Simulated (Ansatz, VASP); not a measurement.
# Two plane-wave programs on BN

```
B N
1.0
     0.00000    1.80483    1.80483
     1.85265    0.00000    1.80483
     1.85265    1.80483    0.00000
B N
1 1
Direct
  0.00000 0.00000 0.00000
  0.25000 0.25000 0.25000
```

Change from the starting cell: uniaxial_x strain +2.6%.

Alike in both runs: task single point; functional r2SCAN; k mesh 12 × 12 × 12; no spin polarisation.

|  | VASP | Ansatz |
| --- | --- | --- |
| version | VASP 6.6.1 | Ansatz 0.2.0 |
| potentials or method | VASP PAW PBE potentials, release 64 (B_h, N_h) | plane waves, PAW |
| plane-wave cutoff (eV) | 910 | 500 |
| occupations | gaussian, width 0.01 eV | fixed |
| valence electrons in the cell | 8 | 8 |

|  | VASP | Ansatz | Ansatz less VASP |
| --- | --- | --- | --- |
| gap on the k mesh at the Fermi level (eV) | 4.73 | 4.73 | +0.006 |

VASP's potentials were made for PBE, not for r2SCAN.

Noted on VASP's run: the cutoff is short for stress, so the pressure is rough.
